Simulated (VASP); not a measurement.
## B5Pt: relaxation of cell and atoms with PBE

The system is B5Pt.

```
B Pt
1.0
     5.65031    0.00000    0.00000
    -2.82515    4.89331    0.00000
     0.00000    0.00000    2.40502
B Pt
5 1
Cartesian
  0.0000 3.2622 1.2025
  2.8252 1.6311 1.2025
  2.8252 0.0000 1.2025
  -1.4126 2.4467 1.2025
  1.4126 2.4467 1.2025
  0.0000 0.0000 0.0000
```

- Program: VASP 6.6.1
- Task: relaxation of cell and atoms
- Functional: PBE
- Potentials or basis: VASP PAW PBE potentials, release 64 (B, Pt)
- Cutoff: 600 eV
- k mesh: 12 × 12 × 16
- Occupations: gaussian, width 0.1 eV
- Spin: no spin polarisation
- Dipole correction: no
- Further INCAR settings: ALGO = Normal; EDIFF = 1e-07; IBRION = 2; EDIFFG = -0.01; NSW = 100; ISIF = 3

The relaxed volume is 11.12 Å³/atom, the relaxed cell is a = 5.645 Å, b = 5.645 Å, c = 2.418 Å, α = 90.00°, β = 90.00°, γ = 120.00° and the space group after relaxing (to 0.05 Å) is P6/mmm (No. 191). The energy gained by relaxing is 0.2 meV/atom and the ionic steps are 4. The pressure after relaxing is -0.1 GPa.

Step by step:
| step | energy change (eV) | largest force (eV/Å) | pressure (GPa) | volume (Å³) |
| --- | --- | --- | --- | --- |
| 1 | 0.0000 | 0.0000 | 0.08 | 66.50 |
| 2 | -0.0008 | 0.0000 | 0.14 | 66.55 |
| 3 | -0.0010 | 0.0000 | 0.16 | 66.58 |
| 4 | -0.0010 | 0.0000 | -0.11 | 66.71 |

Final structure:
```
B Pt
1.0
     5.64454    0.00000    0.00000
    -2.82227    4.88832    0.00000
     0.00000    0.00000    2.41775
B Pt
5 1
Cartesian
  0.0000 3.2589 1.2089
  2.8223 1.6294 1.2089
  0.0000 4.8883 1.2089
  -1.4111 2.4442 1.2089
  1.4111 2.4442 1.2089
  0.0000 0.0000 2.4177
```

Levels at points of the mesh, in eV from the Fermi level:
```csv
k point,band 8,band 9,band 10,band 11,band 12,band 13,band 14,band 15,band 16
"(0.00, 0.00, 0.00)",-1.69,-1.69,-1.66,0.31,0.31,0.39,0.39,3.54,4.80
"(0.50, 0.00, 0.00)",-2.92,-1.86,-1.56,-0.39,0.29,0.30,3.41,3.58,4.09
"(0.00, 0.00, 0.50)",-2.25,-2.25,-1.77,-1.77,-1.47,0.02,0.02,0.11,4.16
"(0.50, 0.00, 0.50)",-3.14,-1.98,-1.70,-1.37,-1.29,-1.18,-0.43,1.98,2.62
```

Wall time 8.2 min on 1 thread of Intel Xeon 6975P-C, with other jobs on the host, peak memory 0.37 GiB.

Caveat: spin-orbit coupling is left out, which moves the levels of the heavy elements.
